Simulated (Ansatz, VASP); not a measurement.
**Two plane-wave programs on Mg2ZnO3**

The input INCAR:

```
SYSTEM = Mg2ZnO3
PREC = Accurate
ENCUT = 750
EDIFF = 1E-6
ISMEAR = 0
SIGMA = 0.01
LREAL = .False.
LASPH = .True.
NELM = 200
ALGO = Normal
ISIF = 2
LWAVE = .False.
LCHARG = .False.
LDAU = .True.
LDAUTYPE = 2
LDAUL = -1 2 -1
LDAUU = 0 4 0
LDAUJ = 0 0 0
LDAUPRINT = 1
GGA = PS
IVDW = 13
NBANDS = 34
GGA_COMPAT = .False.
```

The input KPOINTS:

```
regular mesh
0
Gamma
  7 7 3
  0 0 0
```

File POSCAR:

```
Mg2ZnO3
1.0
    3.0329985900      0.0000000000      0.0000000000
   -1.5164993000      2.6266538300      0.0000000000
    0.0000000000      0.0000000000      7.4033160000
Mg Zn O
2 1 3
Direct
    0.3333333291      0.6666666692      0.6657999996
    0.6666666709      0.3333333308      0.3342000004
    0.0000000000      0.0000000000      0.0000000000
    0.3333333291      0.6666666692      0.1726189994
    0.6666666709      0.3333333308      0.8273810006
    0.0000000000      0.0000000000      0.5000000000
```

Input for Ansatz:

```yaml
crystal:
  lattice:
    - [3.03299859, 0.0, 0.0]
    - [-1.5164993, 2.62665383, 0.0]
    - [0.0, 0.0, 7.403316]
  atoms:
    - { symbol: Mg, position: [0.33333332910726315, 0.6666666692047502, 0.665799999621791] }
    - { symbol: Mg, position: [0.6666666708927368, 0.33333333079524985, 0.33420000037820885] }
    - { symbol: Zn, position: [0.0, 0.0, 0.0] }
    - { symbol: O, position: [0.33333332910726315, 0.6666666692047502, 0.17261899937811648] }
    - { symbol: O, position: [0.6666666708927368, 0.33333333079524985, 0.8273810006218835] }
    - { symbol: O, position: [0.0, 0.0, 0.5] }
kpoints:
  mp_grid:
    grid: [7, 7, 3]
hamiltonian:
  xc: pbesol
  dispersion: d4
  hubbard:
    - { species: Zn, l: d, u_eff: 4.0 }
scf:
  occupations:
    method: fixed
output:
  eigenvalues: true
```

Alike in both runs: task single point; functional PBEsol; dispersion D4; k mesh 7 × 7 × 3; no spin polarisation; Hubbard terms Zn d U = 4.0 eV.

|  | VASP | Ansatz |
| --- | --- | --- |
| version | VASP 6.6.1 | Ansatz 0.2.0 |
| potentials or method | VASP PAW PBE potentials, release 64 (Mg_sv, Zn, O) | plane waves, PAW |
| plane-wave cutoff (eV) | 750 | 420 |
| occupations | gaussian, width 0.01 eV | fixed |
| valence electrons in the cell | 50 | 50 |

|  | VASP | Ansatz | Ansatz less VASP |
| --- | --- | --- | --- |
| gap on the k mesh at the Fermi level (eV) | 3.04 | 2.97 | -0.069 |

VASP's potentials were made for PBE, not for PBEsol. The programs project onto different local orbitals, so the same U acts differently, and such runs can settle in different states.
